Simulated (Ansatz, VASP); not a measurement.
## InAs: VASP beside Ansatz

```
CELL_PARAMETERS angstrom
0.00000 2.87602 2.87602
2.87602 0.00000 2.87602
2.87602 2.87602 0.00000
ATOMIC_POSITIONS crystal
In 0.00000 0.00000 0.00000
As 0.50000 0.50000 0.50000
```

Alike in both runs: functional PBE; k mesh 13 × 13 × 13; occupations fermi-dirac, width 0.1 eV; no spin polarisation.

Ansatz relaxed the structure, and its values are those at the end. VASP's run is a single point on that final structure, the one shown.

```csv
,VASP,Ansatz
version,VASP 6.6.1,Ansatz 0.2.0
potentials or method,"VASP PAW PBE potentials, release 64 (In_d, As)","PAW with Ansatz's default frozen-core files, scalar-relativistic"
plane-wave cutoff (eV),520,420
valence electrons in the cell,18,28
```

|  | VASP | Ansatz | Ansatz less VASP |
| --- | --- | --- | --- |
| pressure (GPa) | 0.0 | 0.0 | -0.04 |

The functional is the same, so the differences come from potentials, cutoffs and numerics. VASP's potentials hold 18 valence electrons a cell and Ansatz's 28, so a difference there can come from the potentials and not from the codes.
